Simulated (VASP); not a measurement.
## HgTe (Coloradoite): single point with PBE

HgTe (Coloradoite):

```xyz
2
Lattice="0.0147 3.2111 3.1276 3.2113 -0.0273 3.1696 3.2224 3.2643 -0.0385" Properties=species:S:1:pos:R:3 pbc="T T T"
Hg    3.2045   -0.0196    3.1648
Te    1.6083    1.5966    1.6035
```

- Program: VASP 6.6.1
- Task: single point
- Functional: PBE
- Potentials or basis: VASP PAW PBE potentials, release 64 (Hg, Te)
- Cutoff: 500 eV
- k mesh: 3 × 3 × 3
- Occupations: gaussian, width 0.01 eV
- Spin: no spin polarisation

```
Pressure               : 6.4 GPa
Largest force          : 0.290 eV/Å
Band gap on the k mesh : 0.04 eV, direct
```

Forces in eV/Å, atoms in the order of the input:
```
Hg  -0.174 -0.064  0.223
Te   0.174  0.064 -0.223
```

Stress tensor (GPa, compression positive):
```
 6.63 -0.94  0.43
-0.94  6.45  0.82
 0.43  0.82  6.23
```

Levels at points of the mesh, in eV from the valence-band top:
```
           k point  band 6  band 7  band 8  band 9  band 10  band 11  band 12  band 13
(0.00, 0.00, 0.00)   -7.01   -0.74   -0.08    0.00     0.04     3.98     4.14     4.29
```

Wall time 31 s on 1 thread of Intel Xeon 8259CL, with other jobs on the host, peak memory 0.2 GiB.

Caveat: the k points lie up to 0.57 Å⁻¹ apart; spin-orbit coupling is left out, which moves the levels of the heavy elements.
